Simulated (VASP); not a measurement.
# CdS (Hawleyite) (F-43m) in VASP: notebook

Runs on CdS (Hawleyite). Level: PBE. Tasks: single point.

Everything below comes from runs of VASP 6.6.1. Logs are shortened: lines on timing, memory, paths and dates and some standing lists are left out, and cuts for length are marked.

**1. The cell of the first run**

Symmetry: F-43m, No. 216, cubic system. Conventional cell: a = 5.833 Å, b = 5.833 Å, c = 5.833 Å, α = 90.00°, β = 90.00°, γ = 90.00°. Cd (site symmetry -43m) has 4 S at 2.53 Å within 3.3 Å. S (site symmetry -43m) has 4 Cd at 2.53 Å within 3.3 Å.

**2. Single point, PBE**

INCAR

```
  PREC = Accurate
  ENCUT = 520
  EDIFF = 1E-7
  ISMEAR = 0
  SIGMA = 0.015
  LREAL = False
  LASPH = True
  NELM = 80
  ALGO = Normal
  ISIF = 2
  LWAVE = False
  LCHARG = True
  GGA = PE
  LELF = True
  LVHAR = True
  NBANDS = 16
```

KPOINTS

```
regular mesh
0
Gamma
  8 8 8
```

POSCAR

```
CdS
1.0
    0.0000000000      2.9165000000      2.9165000000
    2.9165000000      0.0000000000      2.9165000000
    2.9165000000      2.9165000000      0.0000000000
Cd S
1 1
Direct
    0.0000000000      0.0000000000      0.0000000000
    0.7500000000      0.7500000000      0.7500000000
```

Potentials or basis: VASP PAW PBE potentials, release 64 (Cd, S).

On the command line:

```console
cat potpaw_PBE.64/Cd/POTCAR potpaw_PBE.64/S/POTCAR > POTCAR
mpirun -np 1 vasp_std > vasp.out
```

OUTCAR:

```text
PREC = Accurate
   ENCUT = 520
   EDIFF = 1E-7
   ISMEAR = 0
   LREAL = False
   LASPH = True
   NELM = 80
   ISIF = 2
   GGA = PE

 ion  position               nearest neighbor table
   1  0.000  0.000  0.000-   2 2.53   2 2.53   2 2.53   2 2.53
   2  0.750  0.750  0.750-   1 2.53   1 2.53   1 2.53   1 2.53

  LATTYP: Found a face centered cubic cell.
 ALAT       =     5.8330000000

  Lattice vectors:

 A1 = (   0.0000000000,   2.9165000000,   2.9165000000)
 A2 = (   2.9165000000,   0.0000000000,   2.9165000000)
 A3 = (   2.9165000000,   2.9165000000,   0.0000000000)

Analysis of symmetry for initial positions (statically):
=====================================================================
 Subroutine PRICEL returns:
 Original cell was already a primitive cell.

 Routine SETGRP: Setting up the symmetry group for a
 face centered cubic supercell.

 Subroutine GETGRP returns: Found 24 space group operations
 (whereof 24 operations were pure point group operations)
 out of a pool of 48 trial point group operations.

The static configuration has the point symmetry T_d .

Analysis of symmetry for dynamics (positions and initial velocities):
=====================================================================
 Subroutine PRICEL returns:
 Original cell was already a primitive cell.

 Routine SETGRP: Setting up the symmetry group for a
 face centered cubic supercell.

 Subroutine GETGRP returns: Found 24 space group operations
 (whereof 24 operations were pure point group operations)
 out of a pool of 48 trial point group operations.

The dynamic configuration has the point symmetry T_d .

 Subroutine INISYM returns: Found 24 space group operations
 (whereof 24 operations are pure point group operations),
 and found     1 'primitive' translations

----------------------------------------------------------------------------------------

                                     Primitive cell

  volume of cell :      49.6153

  direct lattice vectors                    reciprocal lattice vectors
     0.000000000  2.916500000  2.916500000    -0.171438368  0.171438368  0.171438368
     2.916500000  0.000000000  2.916500000     0.171438368 -0.171438368  0.171438368
     2.916500000  2.916500000  0.000000000     0.171438368  0.171438368 -0.171438368

  length of vectors
     4.124553855  4.124553855  4.124553855     0.296939964  0.296939964  0.296939964

  position of ions in fractional coordinates (direct lattice)
     0.000000000  0.000000000  0.000000000
[... 72 lines left out ...]
   ISPIN  =      1    spin polarized calculation?
   LNONCOLLINEAR =      F non collinear calculations
   LSORBIT =      F    spin-orbit coupling
   LASPH  =      T    aspherical Exc in radial PAW
   ENCUT  =  520.0 eV  38.22 Ry    6.18 a.u.   7.67  7.67  7.67*2*pi/ulx,y,z
   NELM   =     80;   NELMIN=  2; NELMDL= -5     # of ELM steps
   EDIFF  = 0.1E-06   stopping-criterion for ELM
   LREAL  =      F    real-space projection
   EDIFFG = 0.1E-05   stopping-criterion for IOM
   NSW    =      0    number of steps for IOM
   IBRION =     -1    ionic relax: 0-MD 1-quasi-New 2-CG
   NFREE  =      0    steps in history (QN), initial steepest desc. (CG)
   ISIF   =      2    stress and relaxation
   ISYM   =      2    0-nonsym 1-usesym 2-fastsym
   POTIM  = 0.5000    time-step for ionic-motion
   TEBEG  =    0.0;   TEEND  =   0.0 temperature during run
   PSTRESS=    0.0 pullay stress
   NELECT =      18.0000    total number of electrons
   NUPDOWN=      -1.0000    fix difference up-down
   EMIN   =  10.00;   EMAX   =-10.00  energy-range for DOS
   EFERMI =   0.00;   METHOD = LEGACY
   ISMEAR =     0;   SIGMA  =   0.01  broadening in eV -4-tet -1-fermi 0-gaus
   EFERMI_NEDOS =   21; number of points for ismear=-14 and -15
   IALGO  =     38    algorithm
   IMIX   =      4    mixing-type and parameters
     AMIX     =   0.40;   BMIX     =  1.00
     AMIX_MAG =   1.60;   BMIX_MAG =  1.00
  volume/ion in A,a.u.               =      24.81       167.41
  Fermi-wavevector in a.u.,A,eV,Ry     =   1.167599  2.206442 18.548649  1.363287
  Thomas-Fermi vector in A             =   2.304097
   LORBIT       =      0    0 simple, 1 ext, 2 COOP (PROOUT), +10 PAW based schemes
   GGA     = PE    functional components
   LHFCALC =     F    Hartree Fock is set to
   AEXX    =    0.0000 exact exchange contribution
   IVDW    =     0    specifies the selected vdW correction
   LEPSILON=     F    determine dielectric tensor
   LRPA    =     F    only Hartree local field effects (RPA)
 non-spin polarized calculation
 Gauss-broadening in eV      SIGMA  =   0.01
  energy-cutoff  :      520.00
  volume of cell :       49.62
 maximum number of plane-waves:      1363
   NGX = 15   NGY = 15   NGZ = 15

 number of electron      18.0000004 magnetization

 Free energy of the ion-electron system (eV)
  ---------------------------------------------------
  ext. energy  EPLUGINS =         0.00000000
  ---------------------------------------------------
  free energy    TOTEN  =        -6.12127789 eV

  energy without entropy =       -6.12127789  energy(sigma->0) =       -6.12127789

 E-fermi :   1.4239     XC(G=0):  -9.1497

 val. band max:        1.3143377331   @ k =   0.0000   0.0000   0.0000
 cond. band min:       2.4641080293   @ k =   0.0000   0.0000   0.0000
 fundamental gap:      1.1497702961
 Fermi energy:         1.4239040489

 k-point     1 :       0.0000    0.0000    0.0000
  band No.  band energies     occupation
      1     -11.0554      2.00000
      2      -6.4137      2.00000
      3      -6.4137      2.00000
      4      -6.4137      2.00000
      5      -5.9338      2.00000
      6      -5.9338      2.00000
[... 433 lines left out ...]
      3      -6.2116      2.00000
      4      -5.9596      2.00000
      5      -5.9070      2.00000
      6      -5.4397      2.00000
[... 8 lines left out ...]
     15      13.6170      0.00000
     16      14.4857      0.00000

 [... further k-points ...]
[... 5 lines left out ...]
  --------------------------------------------------------------------------------------
  -------------------------------------------------------------------------------------
  Total        0.9935897      0.9935897      0.9935897      0.0000000     -0.0000000     -0.0000000
  in kB       32.0849768     32.0849768     32.0849768      0.0000000     -0.0000000     -0.0000000
  external PRESSURE =      32.0849768 kB  Pullay stress =       0.0000000 kB

 VOLUME and BASIS-vectors are now :
 -----------------------------------------------------------------------------
  energy-cutoff  :      520.00
  volume of cell :       49.62
      direct lattice vectors                 reciprocal lattice vectors
     0.000000000  2.916500000  2.916500000    -0.171438368  0.171438368  0.171438368
     2.916500000  0.000000000  2.916500000     0.171438368 -0.171438368  0.171438368
     2.916500000  2.916500000  0.000000000     0.171438368  0.171438368 -0.171438368

 POSITION                                       TOTAL-FORCE (eV/Angst)
 -----------------------------------------------------------------------------------
      0.00000      0.00000      0.00000         0.000000      0.000000     -0.000000
      4.37475      4.37475      4.37475        -0.000000     -0.000000      0.000000
 -----------------------------------------------------------------------------------
    total drift:                                0.000000      0.000000      0.000000

  FREE ENERGIE OF THE ION-ELECTRON SYSTEM (eV)
  ---------------------------------------------------
  free  energy   TOTEN  =        -6.1212778902 eV

  energy  without entropy=       -6.1212778902  energy(sigma->0) =       -6.12127789
```

stdout:

```text
POSCAR found type information on POSCAR CdS
 POSCAR found :  2 types and       2 ions
 scaLAPACK will be used
 LDA part: xc-table for (Slater+PW92), standard interpolation
 POSCAR, INCAR and KPOINTS ok, starting setup
 FFT: planning ... GRIDC
 FFT: planning ... GRID_SOFT
 FFT: planning ... GRID
 WAVECAR not read
 entering main loop
```

Run time: 21 s. Hardware: 1 thread of Intel Xeon Platinum 8259CL at 2.50GHz (Skylake/Cascade Lake), shared host; peak memory 0.18 GiB.

Results:

* Free energy: -6.1213 eV
* Pressure: 3.2 GPa
* Band gap on the k mesh: 1.15 eV, direct

Levels at points of the mesh, in eV from the valence-band top:
| k point | band 5 | band 6 | band 7 | band 8 | band 9 | band 10 | band 11 | band 12 | band 13 | band 14 |
| --- | --- | --- | --- | --- | --- | --- | --- | --- | --- | --- |
| (0.00, 0.00, 0.00) | -7.25 | -7.25 | 0.00 | 0.00 | 0.00 | 1.15 | 6.55 | 6.55 | 6.55 | 11.44 |
| (0.50, 0.00, 0.00) | -7.21 | -6.87 | -4.40 | -0.75 | -0.75 | 3.02 | 7.01 | 7.01 | 7.48 | 11.09 |
| (0.50, 0.50, 0.00) | -7.16 | -6.80 | -3.95 | -1.88 | -1.88 | 3.55 | 4.35 | 9.23 | 10.78 | 10.78 |

**3. Single point, PBE**

INCAR

```
SYSTEM = CdS
ALGO = Normal
EDIFF = 1E-7
ENCUT = 520
GGA = PE
ISIF = 2
ISMEAR = 0
LASPH = .True.
LCHARG = .False.
LREAL = .False.
LWAVE = .False.
NBANDS = 16
NELM = 80
PREC = Accurate
SIGMA = 0.027000000000000003
```

KPOINTS

```
k-points
0
Gamma
  8 8 8
  0 0 0
```

POSCAR is that of step 2.

Potentials or basis: VASP PAW PBE potentials, release 64 (Cd, S).

On the command line:

```console
cat potpaw_PBE.64/Cd/POTCAR potpaw_PBE.64/S/POTCAR > POTCAR
mpirun -np 1 vasp_std > vasp.out
```

Wall time 22 s (1 thread of Intel Xeon Platinum 8259CL at 2.50GHz (Skylake/Cascade Lake), shared host); peak memory 0.18 GiB.

It converged, with:

| Quantity | Value |
| --- | --- |
| Free energy | -6.1213 eV |
| Pressure | 3.2 GPa |
| Band gap on the k mesh | 1.15 eV, direct |

Levels at points of the mesh, in eV from the valence-band top:
| k point | band 6 | band 7 | band 8 | band 9 | band 10 | band 11 | band 12 | band 13 |
| --- | --- | --- | --- | --- | --- | --- | --- | --- |
| (0.00, 0.00, 0.00) | -7.25 | 0.00 | 0.00 | 0.00 | 1.15 | 6.55 | 6.55 | 6.55 |
| (0.50, 0.00, 0.00) | -6.87 | -4.40 | -0.75 | -0.75 | 3.02 | 7.01 | 7.01 | 7.48 |
| (0.50, 0.50, 0.00) | -6.80 | -3.95 | -1.88 | -1.88 | 3.55 | 4.35 | 9.23 | 10.78 |
